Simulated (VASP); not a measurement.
# CO2 (Fm-3m) in VASP: single point with PBE

Aim: the single point of CO2 with PBE.

Everything below comes from runs of VASP 6.6.1. Logs are shortened: lines on timing, memory, paths and dates and some standing lists are left out, and cuts for length are marked.

**1. The cell of the first run**

Symmetry: Fm-3m, No. 225, cubic system. Conventional cell: a = 5.234 Å, b = 5.234 Å, c = 5.234 Å, α = 90.00°, β = 90.00°, γ = 90.00°. C (site symmetry m-3m) has 8 O at 2.27 Å within 3.0 Å. Within 3.0 Å of O (site symmetry -43m) lie 4 C at 2.27 Å and 6 O at 2.62 Å.

**2. Single point, PBE**

Contents of INCAR:

```
SYSTEM = CO2
ALGO     = Normal         ! electronic algorithm
EDIFF    = 1E-6           ! SCF threshold, eV
ENCUT    = 520            ! plane-wave cutoff, eV
GGA      = PE             ! functional
ISIF     = 2              ! what is computed and relaxed
ISMEAR   = 0              ! smearing method
LASPH    = .True.         ! aspherical terms in the spheres
LCHARG   = .False.        ! write CHGCAR
LREAL    = .False.        ! projectors in reciprocal space
LWAVE    = .False.        ! write WAVECAR
NBANDS   = 15             ! bands
NELM     = 80             ! most SCF steps
PREC     = Accurate       ! precision mode
SIGMA    = 0.1            ! smearing width, eV
```

Contents of KPOINTS:

```
k-points
0
Gamma
  6 6 6
  0 0 0
```

Contents of POSCAR:

```
CO2
1.0
    0.0000000000      2.6168590655      2.6168590655
    2.6168590655      0.0000000000      2.6168590655
    2.6168590655      2.6168590655      0.0000000000
C O
1 2
Direct
    0.0000000000      0.0000000000      0.0000000000
    0.2500000000      0.2500000000      0.2500000000
    0.7500000000      0.7500000000      0.7500000000
```

Potentials or basis: VASP PAW PBE potentials, release 64 (C, O).

Run with:

```bash
> cat potpaw_PBE.64/C/POTCAR potpaw_PBE.64/O/POTCAR > POTCAR
> mpirun -np 1 vasp_std > vasp.out
```

OUTCAR:

```text
SYSTEM = CO2
   EDIFF = 1E-6
   ENCUT = 520
   GGA = PE
   ISIF = 2
   ISMEAR = 0
   LASPH = .True.
   LREAL = .False.
   NELM = 80
   PREC = Accurate

 ion  position               nearest neighbor table
   1  0.000  0.000  0.000-
   2  0.250  0.250  0.250-
   3  0.750  0.750  0.750-

  LATTYP: Found a face centered cubic cell.
 ALAT       =     5.2337181310

  Lattice vectors:

 A1 = (   0.0000000000,   2.6168590655,   2.6168590655)
 A2 = (   2.6168590655,   0.0000000000,   2.6168590655)
 A3 = (   2.6168590655,   2.6168590655,   0.0000000000)

Analysis of symmetry for initial positions (statically):
=====================================================================
 Subroutine PRICEL returns:
 Original cell was already a primitive cell.

 Routine SETGRP: Setting up the symmetry group for a
 face centered cubic supercell.

 Subroutine GETGRP returns: Found 48 space group operations
 (whereof 48 operations were pure point group operations)
 out of a pool of 48 trial point group operations.

The static configuration has the point symmetry O_h .

Analysis of symmetry for dynamics (positions and initial velocities):
=====================================================================
 Subroutine PRICEL returns:
 Original cell was already a primitive cell.

 Routine SETGRP: Setting up the symmetry group for a
 face centered cubic supercell.

 Subroutine GETGRP returns: Found 48 space group operations
 (whereof 48 operations were pure point group operations)
 out of a pool of 48 trial point group operations.

The dynamic configuration has the point symmetry O_h .

 Subroutine INISYM returns: Found 48 space group operations
 (whereof 48 operations are pure point group operations),
 and found     1 'primitive' translations

----------------------------------------------------------------------------------------

                                     Primitive cell

  volume of cell :      35.8402

  direct lattice vectors                    reciprocal lattice vectors
     0.000000000  2.616859065  2.616859065    -0.191068754  0.191068754  0.191068754
     2.616859065  0.000000000  2.616859065     0.191068754 -0.191068754  0.191068754
     2.616859065  2.616859065  0.000000000     0.191068754  0.191068754 -0.191068754

  length of vectors
     3.700797581  3.700797581  3.700797581     0.330940789  0.330940789  0.330940789

  position of ions in fractional coordinates (direct lattice)
     0.000000000  0.000000000  0.000000000
     0.250000000  0.250000000  0.250000000
     0.750000000  0.750000000  0.750000000

  ion indices of the primitive-cell ions
   primitive index   ion index
                 1           1
                 2           2
                 3           3

----------------------------------------------------------------------------------------

 KPOINTS: k-points

Automatic generation of k-mesh.
 Grid dimensions read from file:
 generate k-points for:    6    6    6

 Generating k-lattice:

  Cartesian coordinates                     Fractional coordinates (reciprocal lattice)
    -0.031844792  0.031844792  0.031844792     0.166666667  0.000000000  0.000000000
     0.031844792 -0.031844792  0.031844792     0.000000000  0.166666667  0.000000000
     0.031844792  0.031844792 -0.031844792     0.000000000  0.000000000  0.166666667

  Length of vectors
     0.055156798  0.055156798  0.055156798

  Shift w.r.t. Gamma in fractional coordinates (k-lattice)
     0.000000000  0.000000000  0.000000000

 Subroutine IBZKPT returns following result:
 ===========================================

 Found     16 irreducible k-points:

 Following reciprocal coordinates:
            Coordinates               Weight
  0.000000  0.000000  0.000000      1.000000
  0.166667  0.000000  0.000000      8.000000
  0.333333  0.000000  0.000000      8.000000
  0.500000  0.000000  0.000000      4.000000
  0.166667  0.166667  0.000000      6.000000
  0.333333  0.166667  0.000000     24.000000
[... 8 lines left out ...]
 -0.333333  0.333333  0.166667     24.000000
 -0.333333  0.500000  0.166667     12.000000
   k-points           NKPTS =     16   k-points in BZ     NKDIM =     16   number of bands    NBANDS=     15
   number of dos      NEDOS =    301   number of ions     NIONS =      3
   total plane-waves  NPLWV =  21952
   dimension x,y,z NGX =    28 NGY =   28 NGZ =   28
   dimension x,y,z NGXF=    56 NGYF=   56 NGZF=   56
   ions per type =               1   2
   NGX,Y,Z   is equivalent  to a cutoff of  12.58, 12.58, 12.58 a.u.
   NGXF,Y,Z  is equivalent  to a cutoff of  25.16, 25.16, 25.16 a.u.
 SYSTEM =  CO2
   PREC   = accura    normal or accurate (medium, high low for compatibility)
   ISTART =      0    job   : 0-new  1-cont  2-samecut
   ICHARG =      2    charge: 1-file 2-atom 10-const
   ISPIN  =      1    spin polarized calculation?
   LNONCOLLINEAR =      F non collinear calculations
   LSORBIT =      F    spin-orbit coupling
   LASPH  =      T    aspherical Exc in radial PAW
   ENCUT  =  520.0 eV  38.22 Ry    6.18 a.u.   6.88  6.88  6.88*2*pi/ulx,y,z
   NELM   =     80;   NELMIN=  2; NELMDL= -5     # of ELM steps
   EDIFF  = 0.1E-05   stopping-criterion for ELM
   LREAL  =      F    real-space projection
   EDIFFG = 0.1E-04   stopping-criterion for IOM
   NSW    =      0    number of steps for IOM
   IBRION =     -1    ionic relax: 0-MD 1-quasi-New 2-CG
   NFREE  =      0    steps in history (QN), initial steepest desc. (CG)
   ISIF   =      2    stress and relaxation
   ISYM   =      2    0-nonsym 1-usesym 2-fastsym
   POTIM  = 0.5000    time-step for ionic-motion
   TEBEG  =    0.0;   TEEND  =   0.0 temperature during run
   PSTRESS=    0.0 pullay stress
   NELECT =      16.0000    total number of electrons
   NUPDOWN=      -1.0000    fix difference up-down
   EMIN   =  10.00;   EMAX   =-10.00  energy-range for DOS
   EFERMI =   0.00;   METHOD = LEGACY
   ISMEAR =     0;   SIGMA  =   0.10  broadening in eV -4-tet -1-fermi 0-gaus
   EFERMI_NEDOS =   21; number of points for ismear=-14 and -15
   IALGO  =     38    algorithm
   IMIX   =      4    mixing-type and parameters
     AMIX     =   0.40;   BMIX     =  1.00
     AMIX_MAG =   1.60;   BMIX_MAG =  1.00
  volume/ion in A,a.u.               =      11.95        80.62
  Fermi-wavevector in a.u.,A,eV,Ry     =   1.251194  2.364413 21.299720  1.565485
  Thomas-Fermi vector in A             =   2.385152
   LORBIT       =      0    0 simple, 1 ext, 2 COOP (PROOUT), +10 PAW based schemes
   GGA     = PE    functional components
   LHFCALC =     F    Hartree Fock is set to
   AEXX    =    0.0000 exact exchange contribution
   IVDW    =     0    specifies the selected vdW correction
   LEPSILON=     F    determine dielectric tensor
   LRPA    =     F    only Hartree local field effects (RPA)
 non-spin polarized calculation
 Gauss-broadening in eV      SIGMA  =   0.10
  energy-cutoff  :      520.00
  volume of cell :       35.84
 maximum number of plane-waves:       982
   NGX = 13   NGY = 13   NGZ = 13

 number of electron      16.0000005 magnetization

 Free energy of the ion-electron system (eV)
  ---------------------------------------------------
  ext. energy  EPLUGINS =         0.00000000
  ---------------------------------------------------
  free energy    TOTEN  =       -10.65244520 eV

  energy without entropy =      -10.62529749  energy(sigma->0) =      -10.63887135

 E-fermi :  -0.6756     XC(G=0):  -9.7541

 val. band max:       -0.7088270917   @ k =   0.3333   0.3333   0.0000
 cond. band min:      -0.6701401942   @ k =  -0.3333   0.3333   0.1667
 fundamental gap:      0.0386868975
 Fermi energy:        -0.6755651974

 k-point     1 :       0.0000    0.0000    0.0000
  band No.  band energies     occupation
      1     -18.3396      2.00000
      2     -15.8346      2.00000
      3      -6.8963      2.00000
      4      -2.6154      2.00000
      5      -2.6154      2.00000
      6      -2.6154      2.00000
      7      -1.7418      2.00000
      8      -1.7417      2.00000
      9      -1.7417      2.00000
     10       1.8297      0.00000
     11       1.8297      0.00000
     12       1.8297      0.00000
     13      11.6127      0.00000
     14      17.0149      0.00000
     15      17.0149      0.00000

 k-point     2 :       0.1667    0.0000    0.0000
  band No.  band energies     occupation
      1     -18.1531      2.00000
      2     -15.9687      2.00000
      3      -7.3580      2.00000
      4      -3.0230      2.00000
      5      -2.7739      2.00000
      6      -2.7739      2.00000
      7      -1.7404      2.00000
      8      -1.7404      2.00000
      9      -0.9298      1.99968
     10       1.8925      0.00000
     11       2.0309      0.00000
     12       2.0309      0.00000
     13      12.0192      0.00000
     14      16.8282      0.00000
     15      16.8282      0.00000

 k-point     3 :       0.3333    0.0000    0.0000
  band No.  band energies     occupation
      1     -17.6478      2.00000
      2     -16.3666      2.00000
      3      -8.1837      2.00000
      4      -3.1716      2.00000
      5      -3.0019      2.00000
      6      -3.0019      2.00000
      7      -1.8302      2.00000
      8      -1.8302      2.00000
      9      -0.3582      0.00001
     10       2.4023      0.00000
     11       2.4528      0.00000
     12       2.4528      0.00000
     13      12.5681      0.00000
     14      16.7978      0.00000
     15      16.7978      0.00000
[... 199 lines left out ...]
 k-point    15 :      -0.3333    0.3333    0.1667
  band No.  band energies     occupation
      1     -16.8908      2.00000
      2     -16.8685      2.00000
      3      -9.1828      2.00000
      4      -4.5710      2.00000
      5      -3.0261      2.00000
      6      -2.9795      2.00000
      7      -0.8795      1.99607
      8      -0.6701      0.93885
      9      -0.5509      0.07787
     10       2.6267      0.00000
     11       2.6307      0.00000
     12       2.9174      0.00000
     13      11.8656      0.00000
     14      17.8191      0.00000
     15      17.9481      0.00000

 k-point    16 :      -0.3333    0.5000    0.1667
  band No.  band energies     occupation
      1     -17.0339      2.00000
      2     -16.6440      2.00000
      3      -9.3886      2.00000
      4      -4.7783      2.00000
      5      -3.7531      2.00000
      6      -1.9514      2.00000
      7      -1.1820      2.00000
      8      -0.4201      0.00030
      9      -0.2550      0.00000
     10       2.1002      0.00000
     11       2.9373      0.00000
     12       3.0568      0.00000
     13      11.6267      0.00000
     14      18.0491      0.00000
     15      18.1825      0.00000

------------------------ aborting loop because EDIFF is reached ----------------------------------------

  FORCE on cell =-STRESS in cart. coord.  units (eV):
  Direction    XX          YY          ZZ          XY          YZ          ZX
  --------------------------------------------------------------------------------------
  -------------------------------------------------------------------------------------
  Total       -5.6131482     -5.6131482     -5.6131482     -0.0000000      0.0000000     -0.0000000
  in kB     -250.9262509   -250.9262509   -250.9262509     -0.0000000      0.0000000     -0.0000000
  external PRESSURE =    -250.9262509 kB  Pullay stress =       0.0000000 kB

 VOLUME and BASIS-vectors are now :
 -----------------------------------------------------------------------------
  energy-cutoff  :      520.00
  volume of cell :       35.84
      direct lattice vectors                 reciprocal lattice vectors
     0.000000000  2.616859065  2.616859065    -0.191068754  0.191068754  0.191068754
     2.616859065  0.000000000  2.616859065     0.191068754 -0.191068754  0.191068754
     2.616859065  2.616859065  0.000000000     0.191068754  0.191068754 -0.191068754

 POSITION                                       TOTAL-FORCE (eV/Angst)
 -----------------------------------------------------------------------------------
      0.00000      0.00000      0.00000         0.000000      0.000000     -0.000000
      1.30843      1.30843      1.30843        -0.000000      0.000000      0.000000
      3.92529      3.92529      3.92529         0.000000     -0.000000     -0.000000
 -----------------------------------------------------------------------------------
    total drift:                                0.000000      0.000000      0.000000

  FREE ENERGIE OF THE ION-ELECTRON SYSTEM (eV)
  ---------------------------------------------------
  free  energy   TOTEN  =       -10.6524452008 eV

  energy  without entropy=      -10.6252974924  energy(sigma->0) =      -10.63887135
```

It took 13 s on 1 thread of Intel Xeon Platinum 8375C at 2.90GHz (Ice Lake), shared host; peak memory 0.14 GiB.

Results:

```yaml
Free_energy: -10.6524 eV
Pressure: -25.1 GPa
Band_gap_on_the_k_mesh: zero (band 8 reaches -0.42 eV, above the bottom of band 9 at -1.74 eV)
```
